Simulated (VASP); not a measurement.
Crystal: NbRu3.

```
Nb Ru
1.0
     3.88000    0.00000    0.00000
     0.00000    3.88000    0.00000
     0.00000    0.00000    3.88000
Nb Ru
1 3
Direct
  0.00000 0.00000 0.00000
  0.00000 0.50000 0.50000
  0.50000 0.00000 0.50000
  0.50000 0.50000 0.00000
```

| Property | Result |
| --- | --- |
| Program | VASP 6.6.1 |
| Task | relaxation of cell and atoms |
| Functional | LDA |
| Potentials or basis | VASP PAW LDA potentials, release 64 (Nb_sv, Ru_pv) |
| Cutoff | 600 eV |
| k mesh | 5 × 5 × 5 |
| Occupations | fermi-dirac, width 0.1 eV |
| Spin | no spin polarisation |

At the start: pressure -10.8 GPa; volume 14.60 Å³/atom.

Question: Where does the relaxation end?

Answer: Over 4 steps the energy falls by 18.7 meV/atom and the volume is 14.07 Å³/atom (-3.7 %); space group Pm-3m (No. 221, to 0.05 Å).

The path:
| step | energy change (eV) | largest force (eV/Å) | pressure (GPa) | volume (Å³) |
| --- | --- | --- | --- | --- |
| 1 | 0.0000 | 0.0000 | -10.75 | 58.41 |
| 2 | 0.6131 | 0.0000 | 42.37 | 50.51 |
| 3 | -0.0749 | 0.0000 | -0.49 | 56.34 |
| 4 | -0.0750 | 0.0000 | -0.09 | 56.26 |

Final structure:
```
CELL_PARAMETERS angstrom
3.83187 0.00000 0.00000
0.00000 3.83187 0.00000
0.00000 0.00000 3.83187
ATOMIC_POSITIONS crystal
Nb 0.00000 0.00000 0.00000
Ru 0.00000 0.50000 0.50000
Ru 0.50000 0.00000 0.50000
Ru 0.50000 0.50000 0.00000
```
